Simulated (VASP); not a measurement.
Input of a VASP 6.6.1 run:

Contents of INCAR:

```
  PREC = Accurate
  ENCUT = 520
  EDIFF = 1E-6
  ISMEAR = 0
  SIGMA = 0.1
  LREAL = F
  LASPH = T
  NELM = 60
  ALGO = Normal
  ISIF = 2
  LWAVE = F
  LCHARG = F
  GGA = PE
  NBANDS = 35
```

KPOINTS

```
Automatic mesh
0
Gamma
  8 6 6
```

POSCAR

```
Be3ZnSe
1.0
    3.7968236723      0.0000000000      0.0000000000
    0.0000000000      5.7617685382      0.0000000000
    0.0000000000      0.0000000000      6.4457949224
Be Zn Se
6 2 2
Direct
    0.0000000000      0.1976961379      0.4125648099
    0.0000000000      0.8023038621      0.4125648099
    0.5000000000      0.3023038621      0.5874351901
    0.5000000000      0.6976961379      0.5874351901
    0.5000000000      0.0000000000      0.3981785559
    0.0000000000      0.5000000000      0.6018214441
    0.0000000000      0.0000000000      0.0929065961
    0.5000000000      0.5000000000      0.9070934039
    0.5000000000      0.0000000000      0.8461228642
    0.0000000000      0.5000000000      0.1538771358
```

Potentials or basis: VASP PAW PBE potentials, release 64 (Be, Zn, Se).

The run is started by

```bash
$ cat potpaw_PBE.64/Be/POTCAR potpaw_PBE.64/Zn/POTCAR potpaw_PBE.64/Se/POTCAR > POTCAR
$ mpirun -np 1 vasp_std > vasp.out
```

Problem. Predict the pressure.

Solution. 0.2 GPa.

Problem. What does it give for the band gap on the k mesh?

Solution. Zero (bands 24 and 25 overlap by 1.64 eV).

Problem. What does it give for the largest force?

Solution. 0.025 eV/Å.

Stress tensor (GPa, compression positive):
```
0.22 0.00 0.00
0.00 0.08 0.00
0.00 0.00 0.15
```
